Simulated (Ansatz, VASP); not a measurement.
**One calculation of Zn4SeS3, two programs**

The input INCAR:

```
PREC = Accurate ; ENCUT = 520
EDIFF = 1E-7 ; ISMEAR = 0
SIGMA = 0.02 ; LREAL = False
LASPH = True ; NELM = 80
ALGO = Normal ; ISIF = 2
LWAVE = False ; LCHARG = False
GGA = PE ; NBANDS = 46
```

File KPOINTS:

```
regular mesh
0
Gamma
  8 8 4
```

POSCAR

```
Zn4SeS3
1.0
    3.9006319000      0.0000000000      0.0000000000
    0.0000000000      3.9006319000      0.0000000000
    0.0000000000      0.0000000000     11.0276118000
Zn Se S
4 1 3
Direct
    0.5000000000      0.0000000000      0.8785220000
    0.0000000000      0.5000000000      0.1214780000
    0.5000000000      0.0000000000      0.3648750000
    0.0000000000      0.5000000000      0.6351250000
    0.0000000000      0.0000000000      0.5000000000
    0.0000000000      0.0000000000      0.0000000000
    0.5000000000      0.5000000000      0.2431810000
    0.5000000000      0.5000000000      0.7568190000
```

Input for Ansatz:

```yaml
crystal:
  lattice:
    - [3.9006319, 0.0, 0.0]
    - [0.0, 3.9006319, 0.0]
    - [0.0, 0.0, 11.0276118]
  atoms:
    - { symbol: Zn, position: [0.5, 0.0, 0.878522] }
    - { symbol: Zn, position: [0.0, 0.5, 0.121478] }
    - { symbol: Zn, position: [0.5, 0.0, 0.364875] }
    - { symbol: Zn, position: [0.0, 0.5, 0.635125] }
    - { symbol: Se, position: [0.0, 0.0, 0.5] }
    - { symbol: S, position: [0.0, 0.0, 0.0] }
    - { symbol: S, position: [0.5, 0.5, 0.243181] }
    - { symbol: S, position: [0.5, 0.5, 0.756819] }
basis:
  ecutwfc: 420
kpoints:
  mp_grid: { grid: [8, 8, 4] }
  band_path:
    path:
      - [[0.0, 0.0, 0.0], [0.0, 0.5, 0.0], [0.5, 0.5, 0.0], [0.0, 0.0, 0.0], [0.0, 0.0, 0.5], [0.0, 0.5, 0.5], [0.5, 0.5, 0.5], [0.0, 0.0, 0.5]]
      - [[0.0, 0.5, 0.0], [0.0, 0.5, 0.5]]
      - [[0.5, 0.5, 0.0], [0.5, 0.5, 0.5]]
    npoints: 14
hamiltonian:
  xc: pbe
scf:
  occupations: { method: gaussian, width: 0.02 }
  n_extra_bands: 20
output:
  forces: true
  stress: true
  eigenvalues: true
  populations: true
  dos: { projected: true, de: 0.02, nscf_kmesh: { grid: [12, 12, 6] } }
  bader: true
  write_density: true
  write_potential: true
  elf: true
  volumetric_format: npy
```

Alike in both runs: task single point; functional PBE; k mesh 8 × 8 × 4; occupations gaussian, width 0.02 eV; no spin polarisation.

|  | VASP | Ansatz |
| --- | --- | --- |
| version | VASP 6.6.1 | Ansatz 0.2.0 |
| potentials or method | VASP PAW PBE potentials, release 64 (Zn, Se, S), cutoff 520 eV | scalar-relativistic, plane waves, PAW |
| valence electrons in the cell | 72 | 82 |

|  | VASP | Ansatz | Ansatz less VASP |
| --- | --- | --- | --- |
| gap on the k mesh at the Fermi level (eV) | 1.70 | 1.70 | -0.002 |
| least direct gap on the mesh (eV) | 1.70 | 1.70 | -0.002 |
| pressure (GPa) | 0.2 | 0.0 | -0.16 |

VASP's potentials hold 72 valence electrons a cell and Ansatz's 82, so a difference there can come from the potentials and not from the codes.
